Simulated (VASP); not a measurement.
Wanted: the native input for a VASP 6.6.1 run.

```yaml
Task: electric field gradients
Functional: PBE
Potentials_or_basis: VASP PAW PBE potentials, release 64 (Hf_pv, N)
Cutoff: 520 eV
k_mesh: 10 × 10 × 10
Occupations: fermi-dirac, width 0.03 eV
Spin: no spin polarisation
Dipole_correction: no
Further_INCAR_settings: ALGO = Normal; EDIFF = 1e-08; NBANDS = 14
```

The structure of HfN lies in POSCAR:

```
HfN
1.0
    0.0000000000      2.2887270932      2.2887270932
    2.2887270932      0.0000000000      2.2887270932
    2.2887270932      2.2887270932      0.0000000000
Hf N
1 1
Direct
    0.0000000000      0.0000000000      0.0000000000
    0.5000000000      0.5000000000      0.5000000000
```

This cell differs from its parent crystal: volume scaled by 1.04.

The input as run:

INCAR

```
SYSTEM = HfN
ALGO = Normal
EDIFF = 1E-8
ENCUT = 520
GGA = PE
ISIF = 2
ISMEAR = -1
LASPH = .TRUE.
LCHARG = .FALSE.
LEFG = .TRUE.
LREAL = .FALSE.
LWAVE = .FALSE.
NBANDS = 14
NELM = 80
PREC = Accurate
SIGMA = 0.03
```

KPOINTS

```
k-points
0
G
  10 10 10
  0 0 0
```

Potentials or basis: VASP PAW PBE potentials, release 64 (Hf_pv, N).

Run with:

```bash
$ cat potpaw_PBE.64/Hf_pv/POTCAR potpaw_PBE.64/N/POTCAR > POTCAR
$ mpirun -np 1 vasp_std > vasp.out
```

It gave:

The pressure is -7.2 GPa.

Caveat: without QUAD_EFG the Cq values of the log hold for a quadrupole moment of 1 mb, not for the nuclei.

It took 10 s on 1 thread of AMD EPYC 9R45 96-Core Processor (Zen 5) (shared host), peak memory 0.12 GiB.
